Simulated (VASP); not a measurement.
Wanted: the native input for a VASP 6.6.1 run.

- Task: relaxation of cell and atoms
- Functional: PBE
- Potentials or basis: VASP PAW PBE potentials, release 64 (Hg, S)
- Cutoff: 600 eV
- k mesh: 6 × 6 × 6
- Occupations: gaussian, width 0.1 eV
- Spin: no spin polarisation
- Dipole correction: no
- Further INCAR settings: ALGO = Normal; EDIFF = 1e-06; IBRION = 2; EDIFFG = -0.01; NSW = 100; ISIF = 3

The structure of HgS6 lies in POSCAR:

```
HgS6
1.0
    6.2911249610      0.0000000000      0.0000000000
    0.0000000000      6.2911249610      0.0000000000
    0.0000000000      0.0000000000      6.2911249610
Hg S
1 6
Direct
    0.0000000000      0.0000000000      0.0000000000
    0.8469474942      0.5000000000      0.5000000000
    0.1530525058      0.5000000000      0.5000000000
    0.5000000000      0.5000000000      0.8469474942
    0.5000000000      0.5000000000      0.1530525058
    0.5000000000      0.1530525058      0.5000000000
    0.5000000000      0.8469474942      0.5000000000
```

One way to write it, as run:

INCAR

```
PREC = Accurate
ENCUT = 600
EDIFF = 1E-6
ISMEAR = 0
SIGMA = 0.1
LREAL = False
LASPH = True
NELM = 100
ALGO = Normal
ISIF = 3
LWAVE = False
LCHARG = False
GGA = PE
IBRION = 2
NSW = 100
EDIFFG = -0.01
```

KPOINTS

```
regular mesh
0
Gamma
  6 6 6
```

Potentials or basis: VASP PAW PBE potentials, release 64 (Hg, S).

Launch:

```bash
$ cat potpaw_PBE.64/Hg/POTCAR potpaw_PBE.64/S/POTCAR > POTCAR
$ mpirun -np 1 vasp_std > vasp.out
```

It gave:

| Property | Result |
| --- | --- |
| Relaxed volume | 35.42 Å³/atom |
| Relaxed cell | a = 6.282 Å, b = 6.282 Å, c = 6.282 Å, α = 90.00°, β = 90.00°, γ = 90.00° |
| Space group after relaxing (to 0.05 Å) | Pm-3m (No. 221) |
| Energy gained by relaxing | 0.7 meV/atom |
| Ionic steps | 3 |
| Pressure after relaxing | 0.0 GPa |
| Band gap on the k mesh | zero (band 24 reaches 0.26 eV, above the bottom of band 25 at 0.25 eV) |

Caveat: spin-orbit coupling is left out, which moves the levels of the heavy elements.

It took 4.6 min on 1 thread of AMD EPYC 7R43 64-Core Processor (Zen 3), on a shared host, peak memory 0.41 GiB.
